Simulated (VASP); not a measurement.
# Al8N7 (a cell with a defect) in VASP: single point with PBE

Aim: the single point of Al8N7 (a cell with a defect) with PBE.

Program: VASP 6.6.1. These are calculated values, not measurements. Logs are shortened: lines on timing, memory, paths and dates and some standing lists are left out, and cuts for length are marked.

## (1) The cell of the first run

The cell holds a defect, 15 atoms: a = 6.162 Å, b = 5.336 Å, c = 5.031 Å, α = 90.00°, β = 90.00°, γ = 90.00°.

## (2) Single point, PBE, collinear spin

INCAR reads:

```
  PREC = Accurate
  ENCUT = 520
  EDIFF = 1E-6
  ISMEAR = 0
  SIGMA = 0.02
  LREAL = Auto
  LASPH = T
  NELM = 150
  ALGO = Normal
  ISIF = 2
  LWAVE = F
  LCHARG = F
  ISPIN = 2
  MAGMOM = 0 0 0 0 0 0 0 0 0 0 0 0 0 1 0
  LORBIT = 11
  GGA = PE
  NBANDS = 46
  NELECT = 61.0
```

KPOINTS reads:

```
Automatic mesh
0
Gamma
  2 2 2
```

POSCAR reads:

```
Al8N7
1.0
   -3.0810000000     -5.3364490000      0.0000000000
    4.6215000000     -2.6682240000      0.0000000000
    0.0000000000      0.0000000000      5.0310000000
Al N
8 7
Direct
    0.4999999246      0.3282461576      0.0078388804
    0.5000000174      0.6720022707      0.5089168427
    0.2273561373      0.8111595350     -0.0036216894
    0.2487861605      0.1663319080      0.5090506780
    0.0000003204      0.3774423516     -0.0037356752
   -0.0000004463      0.6691737741      0.4837303090
    0.7726439925      0.8111602784     -0.0036225715
    0.7512138146      0.1663319756      0.5090505854
    0.4999999453      0.3376362769      0.3858089952
    0.5000001860      0.6584234421      0.8822746721
    0.2629913393      0.8441512226      0.3749838114
    0.2462307315      0.1642570355      0.8846549794
    0.0000000098      0.3186076629      0.3790324378
   -0.2629916137      0.8441514322      1.3749828477
    0.7537694407      0.1642579668      0.8846548971
```

Potentials or basis: VASP PAW PBE potentials, release 64 (Al, N).

Launch:

```sh
$ cat potpaw_PBE.64/Al/POTCAR potpaw_PBE.64/N/POTCAR > POTCAR
$ mpirun -np 1 vasp_std > vasp.out
```

OUTCAR:

```text
PREC = Accurate
   ENCUT = 520
   EDIFF = 1E-6
   ISMEAR = 0
   LREAL = Auto
   LASPH = T
   NELM = 150
   ISIF = 2
   ISPIN = 2
   LORBIT = 11
   GGA = PE
   NELECT = 61.0

 ion  position               nearest neighbor table
   1  0.500  0.328  0.008-  10 1.87  15 1.90  12 1.90   9 1.90   4 3.07   8 3.07   3 3.08   7 3.08
                             8 3.08   4 3.08   5 3.09   5 3.09   2 3.11   2 3.12   7 3.23   3 3.23
   2  0.500  0.672  0.509-  11 1.85  14 1.85  10 1.88   9 1.89   4 3.06   8 3.06   7 3.06   3 3.06
                             6 3.08   6 3.08   1 3.11   8 3.11   4 3.11   1 3.12   3 3.17   7 3.17
   3  0.227  0.811  0.996-  11 1.93  10 1.95  12 1.97   5 2.71   7 2.80   6 2.92   6 3.03   2 3.06
                             1 3.08   4 3.10   2 3.17   4 3.20   1 3.23   5 3.33   7 3.36
   4  0.249  0.166  0.509-  11 1.85  13 1.85  12 1.89   9 1.90   2 3.06   8 3.07   6 3.07   1 3.07
                             1 3.08   6 3.09   8 3.10   3 3.10   5 3.10   2 3.11   3 3.20   5 3.21
   5  0.000  0.377  0.996-  13 1.95  15 1.98  12 1.98   3 2.71   7 2.71   6 2.90   6 3.01   1 3.09
                             1 3.09   4 3.10   8 3.10   4 3.21   8 3.21   7 3.33   3 3.33
   6  1.000  0.669  0.484-  13 1.94  14 1.95  11 1.95   5 2.90   3 2.92   7 2.92   5 3.01   7 3.03
                             3 3.03   8 3.07   4 3.07   2 3.08   2 3.08   8 3.09   4 3.09
   7  0.773  0.811  0.996-  14 1.93  10 1.95  15 1.97   5 2.71   3 2.80   6 2.92   6 3.03   2 3.06
                             1 3.08   8 3.10   2 3.17   8 3.20   1 3.23   5 3.33   3 3.36
   8  0.751  0.166  0.509-  14 1.85  13 1.85  15 1.89   9 1.90   2 3.06   4 3.07   6 3.07   1 3.07
                             1 3.08   6 3.09   4 3.10   7 3.10   5 3.10   2 3.11   7 3.20   5 3.21
   9  0.500  0.338  0.386-   2 1.89   4 1.90   8 1.90   1 1.90
  10  0.500  0.658  0.882-   1 1.87   2 1.88   7 1.95   3 1.95
  11  0.263  0.844  0.375-   4 1.85   2 1.85   3 1.93   6 1.95
  12  0.246  0.164  0.885-   4 1.89   1 1.90   3 1.97   5 1.98
  13  0.000  0.319  0.379-   8 1.85   4 1.85   6 1.94   5 1.95
  14  0.737  0.844  0.375-   8 1.85   2 1.85   7 1.93   6 1.95
  15  0.754  0.164  0.885-   8 1.89   1 1.90   7 1.97   5 1.98

  LATTYP: Found a simple orthorhombic cell.
 ALAT       =     5.0310000000
 B/A-ratio  =     1.0607132585
 C/A-ratio  =     1.2248062811

  Lattice vectors:

 A1 = (   0.0000000000,   0.0000000000,  -5.0310000000)
 A2 = (   4.6215000000,  -2.6682240000,   0.0000000000)
 A3 = (  -3.0810000000,  -5.3364490000,   0.0000000000)

Analysis of symmetry for initial positions (statically):
=====================================================================
 Subroutine PRICEL returns:
 Original cell was already a primitive cell.
[... 573 lines left out ...]
      6      -6.5861      1.00000
[... 349 lines left out ...]
     41      15.2729      0.00000
     42      15.2797      0.00000
 [bands above 42 left out]

------------------------ aborting loop because EDIFF is reached ----------------------------------------

  FORCE on cell =-STRESS in cart. coord.  units (eV):
  Direction    XX          YY          ZZ          XY          YZ          ZX
  --------------------------------------------------------------------------------------
  -------------------------------------------------------------------------------------
  Total       24.9079471     25.8322177     30.4433039      0.8003988      0.0510780     -0.0884461
  in kB      241.2238047    250.1750069    294.8315875      7.7515518      0.4946708     -0.8565661
  external PRESSURE =     262.0767997 kB  Pullay stress =       0.0000000 kB

 VOLUME and BASIS-vectors are now :
 -----------------------------------------------------------------------------
  energy-cutoff  :      520.00
  volume of cell :      165.44
      direct lattice vectors                 reciprocal lattice vectors
    -3.081000000 -5.336449000  0.000000000    -0.081142475 -0.140542903  0.000000000
     4.621500000 -2.668224000  0.000000000     0.162284980 -0.093695269  0.000000000
     0.000000000  0.000000000  5.031000000     0.000000000  0.000000000  0.198767641

 POSITION                                       TOTAL-FORCE (eV/Angst)
 -----------------------------------------------------------------------------------
     -0.02351     -3.54406      0.03944        -0.000257      0.000148     -0.010446
      1.56516     -4.46128      2.56036         0.000805     -0.000370     -0.003786
      3.04829     -3.37763      5.01278         0.005748     -0.005557     -0.004778
      0.00219     -1.77145      2.56103         0.005552     -0.003149      0.000484
      1.74435     -1.00710      5.01221        -0.005056      0.002921     -0.016903
      0.01159     -7.12195      2.43365        -0.007008      0.003946      0.007737
      1.36826     -6.28753      5.01277         0.007672     -0.002192     -0.004853
     -1.54579     -4.45263      2.56103         0.005590     -0.003284      0.000518
      0.01989     -3.56911      1.94101        -0.000861      0.000502      0.003224
      1.50240     -4.42505      4.43872        -0.002297      0.001331     -0.002913
      3.09097     -3.65582      1.88654         0.000489      0.002511      0.012398
      0.00048     -1.75227      4.45070        -0.012963     -0.007059      0.002990
      1.47245     -0.85012      1.90691         0.004925     -0.002840      0.000919
      1.63052     -6.18539      1.88654        -0.001971     -0.001666      0.012427
     -1.56325     -4.46073      4.45070        -0.000368      0.014758      0.002982
 -----------------------------------------------------------------------------------
    total drift:                               -0.001938      0.001092      0.012776

  FREE ENERGIE OF THE ION-ELECTRON SYSTEM (eV)
  ---------------------------------------------------
  free  energy   TOTEN  =       -86.0830332961 eV

  energy  without entropy=      -86.0825786321  energy(sigma->0) =      -86.08280596

 total charge

# of ion       s       p       d       tot
------------------------------------------
    1        0.382   0.459   0.000   0.841
    2        0.384   0.479   0.000   0.864
    3        0.400   0.420   0.000   0.819
    4        0.383   0.477   0.000   0.860
    5        0.376   0.410   0.000   0.786
    6        0.391   0.431   0.000   0.822
    7        0.400   0.420   0.000   0.819
    8        0.383   0.477   0.000   0.860
    9        1.226   2.670   0.000   3.896
   10        1.251   2.609   0.000   3.859
   11        1.246   2.653   0.000   3.899
   12        1.239   2.609   0.000   3.848
   13        1.244   2.648   0.000   3.892
   14        1.246   2.653   0.000   3.899
   15        1.239   2.609   0.000   3.848
--------------------------------------------------
tot         11.788  22.025   0.000  33.813

 magnetization (x)

# of ion       s       p       d       tot
------------------------------------------
    1        0.000   0.001   0.000   0.002
    2        0.001   0.001   0.000   0.002
    3        0.013   0.014   0.000   0.027
    4       -0.000   0.000   0.000  -0.000
    5        0.008   0.006   0.000   0.014
    6        0.001   0.005   0.000   0.006
    7        0.013   0.014   0.000   0.027
    8       -0.000   0.000   0.000  -0.000
    9        0.000   0.002   0.000   0.002
   10        0.003   0.002   0.000   0.005
   11        0.004   0.016   0.000   0.020
   12        0.007   0.016   0.000   0.023
   13        0.005   0.008   0.000   0.013
   14        0.004   0.016   0.000   0.020
   15        0.007   0.016   0.000   0.023
--------------------------------------------------
tot          0.066   0.118   0.000   0.184
```

stdout:

```text
POSCAR found type information on POSCAR AlN
 POSCAR found :  2 types and      15 ions
 scaLAPACK will be used
 LDA part: xc-table for (Slater+PW92), standard interpolation
 POSCAR, INCAR and KPOINTS ok, starting setup
 FFT: planning ... GRIDC
 FFT: planning ... GRID_SOFT
 FFT: planning ... GRID
 WAVECAR not read
 entering main loop
 the old and the new charge density differ
 old charge density:    59.00000 new   61.00000
    0.241E+01
```

Run time: 4 min. Hardware: 1 thread of AMD EPYC 7R13 (Zen 3), shared host; peak memory 0.31 GiB.

Results:

| Quantity | Value |
| --- | --- |
| Free energy | -86.0830 eV |
| Largest force | 0.018 eV/Å |
| Net moment | 0.48 μB per cell |
| Site moments | Al +0.00, +0.03, -0.00, +0.01; N +0.00, +0.01, +0.02 μB |
| Valence electrons inside the program's atomic spheres | Al 0.84, 0.86, 0.82, 0.79; N 3.90, 3.86, 3.85, 3.89 |

Forces on the atoms (eV/Å):
```
Al   0.000  0.000 -0.010
Al   0.001  0.000 -0.004
Al   0.006 -0.006 -0.005
Al   0.006 -0.003  0.000
Al  -0.005  0.003 -0.017
Al  -0.007  0.004  0.008
Al   0.008 -0.002 -0.005
Al   0.006 -0.003  0.001
N   -0.001  0.001  0.003
N   -0.002  0.001 -0.003
N    0.000  0.003  0.012
N   -0.013 -0.007  0.003
N    0.005 -0.003  0.001
N   -0.002 -0.002  0.012
N    0.000  0.015  0.003
```

Levels at points of the mesh, in eV from the Fermi level:
Spin up:
```tsv
k point	band 29	band 30	band 31	band 32	band 33	band 34
(0.00, 0.00, 0.00)	-4.00	-0.59	0.52	0.72	1.55	1.61
(0.50, 0.00, 0.00)	-3.41	-1.21	-0.26	0.72	1.38	1.49
(0.00, 0.50, 0.00)	-3.90	-0.79	-0.16	0.86	1.61	2.19
(0.50, 0.50, 0.00)	-3.43	-0.49	-0.15	-0.14	2.69	2.83
(0.00, 0.00, 0.50)	-4.07	-0.30	0.11	0.71	1.36	2.13
(0.50, 0.00, 0.50)	-3.91	-0.75	-0.02	0.45	2.68	2.72
(0.00, 0.50, 0.50)	-3.99	-0.43	0.15	0.38	1.18	1.68
(0.50, 0.50, 0.50)	-3.78	-0.46	-0.45	0.13	2.23	2.47
```
Spin down:
| k point | band 26 | band 27 | band 28 | band 29 | band 30 | band 31 | band 32 | band 33 | band 34 | band 35 |
| --- | --- | --- | --- | --- | --- | --- | --- | --- | --- | --- |
| (0.00, 0.00, 0.00) | -4.17 | -4.13 | -4.08 | -3.97 | -0.44 | 0.77 | 0.83 | 1.64 | 1.67 | 1.97 |
| (0.50, 0.00, 0.00) | -4.61 | -4.19 | -4.00 | -3.31 | -1.06 | -0.13 | 1.09 | 1.45 | 1.56 | 3.30 |
| (0.00, 0.50, 0.00) | -4.25 | -4.03 | -3.97 | -3.78 | -0.68 | 0.11 | 0.98 | 1.70 | 2.27 | 2.71 |
| (0.50, 0.50, 0.00) | -4.58 | -4.34 | -4.28 | -3.31 | -0.45 | 0.02 | 0.21 | 2.76 | 2.91 | 2.99 |
| (0.00, 0.00, 0.50) | -4.34 | -4.15 | -4.09 | -4.04 | -0.12 | 0.33 | 0.84 | 1.45 | 2.20 | 2.54 |
| (0.50, 0.00, 0.50) | -4.61 | -4.50 | -4.32 | -3.80 | -0.59 | 0.13 | 0.75 | 2.75 | 2.88 | 2.98 |
| (0.00, 0.50, 0.50) | -4.81 | -4.41 | -4.38 | -3.90 | -0.29 | 0.43 | 0.49 | 1.27 | 1.79 | 2.41 |
| (0.50, 0.50, 0.50) | -4.86 | -4.75 | -4.75 | -3.68 | -0.37 | -0.30 | 0.46 | 2.31 | 2.59 | 2.60 |

Caveat: the k points lie up to 0.62 Å⁻¹ apart; the cell carries a net charge on a neutralising background, which shifts energy and pressure; the cell is charged against a uniform background, so pressure and absolute levels hang on convention.
